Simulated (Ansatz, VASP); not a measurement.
**C: VASP beside Ansatz**

```
CELL_PARAMETERS angstrom
0.00000 1.77846 1.77846
1.77846 0.00000 1.77846
1.77846 1.77846 0.00000
ATOMIC_POSITIONS crystal
C 0.00000 0.00000 0.00000
C 0.25000 0.25000 0.25000
```

Alike in both runs: functional PBE; dispersion D3(BJ); k mesh 8 × 8 × 8; no spin polarisation.

Ansatz relaxed the structure, and its values are those at the end. VASP's run is a single point on that final structure, the one shown.

|  | VASP | Ansatz |
| --- | --- | --- |
| version | VASP 6.6.1 | Ansatz 0.2.0 |
| potentials or method | VASP PAW PBE potentials, release 64 (C) | plane waves, PAW |
| plane-wave cutoff (eV) | 520 | 420 |
| occupations | gaussian, width 0.01 eV | fixed |
| valence electrons in the cell | 8 | 8 |

VASP gave:

```
pressure (GPa) : 0.7
```

Task: Which values does Ansatz return?

Result: Pressure (GPa): 0.0.
